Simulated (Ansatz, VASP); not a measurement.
**One calculation of MoS, two programs**

```
CELL_PARAMETERS angstrom
3.20620 0.00000 0.00000
0.00000 3.20620 0.00000
0.00000 0.00000 3.20620
ATOMIC_POSITIONS crystal
Mo 0.00000 0.00000 0.00000
S 0.50000 0.50000 0.50000
```

Alike in both runs: functional r2SCAN; k mesh 12 × 12 × 12; occupations gaussian, width 0.1 eV; no spin polarisation; Hubbard terms Mo d U = 4.38 eV.

Ansatz relaxed the structure, and its values are those at the end. VASP's run is a single point on that final structure, the one shown.

|  | VASP | Ansatz |
| --- | --- | --- |
| version | VASP 6.6.1 | Ansatz 0.2.0 |
| potentials or method | VASP PAW PBE potentials, release 64 (Mo_sv, S), cutoff 520 eV | scalar-relativistic, plane waves, PAW |
| valence electrons in the cell | 20 | 20 |

|  | VASP | Ansatz | Ansatz less VASP |
| --- | --- | --- | --- |
| gap on the k mesh at the Fermi level (eV) | 0.03 | 0.85 | +0.817 |
| least direct gap on the mesh (eV) | 0.11 | 0.99 | +0.876 |
| pressure (GPa) | -2.4 | 0.0 | +2.36 |

VASP's potentials were made for PBE, not for r2SCAN. The programs project onto different local orbitals, so the same U acts differently, and such runs can settle in different states.
